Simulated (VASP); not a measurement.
Wanted: the native input for a VASP 6.6.1 run.

| Quantity | Value |
| --- | --- |
| Task | single point |
| Functional | LDA |
| Potentials or basis | VASP PAW LDA potentials, release 64 (Ti_sv) |
| Cutoff | 520 eV |
| k mesh | 4 × 7 × 4 |
| Occupations | fermi-dirac, width 0.08 eV |
| Spin | no spin polarisation |
| Dipole correction | no |
| Further INCAR settings | ALGO = Normal; EDIFF = 1e-07; NBANDS = 32 |

The structure of Ti lies in POSCAR:

```
Ti
1.0
    5.9000000000      0.0000000000      0.0000000000
   -1.4750000000      2.5547749412      0.0000000000
    0.0000000000      0.0000000000      4.6800000000
Ti
4
Direct
    0.1660171105      0.6472664082      0.2374600427
    0.6729331760      0.6804438904      0.2387621795
    0.3357595042      0.3485688644      0.7531267094
    0.8299941495      0.3173304963      0.7632076923
```

One way to write it, as run:

INCAR

```
ALGO     = Normal         # electronic algorithm
EDIFF    = 1E-7           # SCF threshold, eV
ENCUT    = 520            # plane-wave cutoff, eV
ISIF     = 2              # what is computed and relaxed
ISMEAR   = -1             # smearing method
LASPH    = True           # aspherical terms in the spheres
LCHARG   = True           # write CHGCAR
LELF     = True           # ELF
LREAL    = False          # projectors in reciprocal space
LVHAR    = True         
LWAVE    = False          # write WAVECAR
NBANDS   = 32             # bands
NELM     = 100            # most SCF steps
PREC     = Accurate       # precision mode
SIGMA    = 0.08           # smearing width, eV
```

KPOINTS

```
k-points
0
Gamma
  4 7 4
```

Potentials or basis: VASP PAW LDA potentials, release 64 (Ti_sv).

Launch:

```bash
$ cat potpaw_LDA.64/Ti_sv/POTCAR > POTCAR
$ mpirun -np 1 vasp_std > vasp.out
```

It gave:

```yaml
Pressure: -9.3 GPa
Largest_force: 0.486 eV/Å
Band_gap_on_the_k_mesh: zero (bands 24 and 25 overlap by 0.85 eV)
```

Caveat: the cell stands under tension.

It took 3.5 min on 1 thread of Intel Xeon 8259CL, on a shared host, peak memory 0.22 GiB.
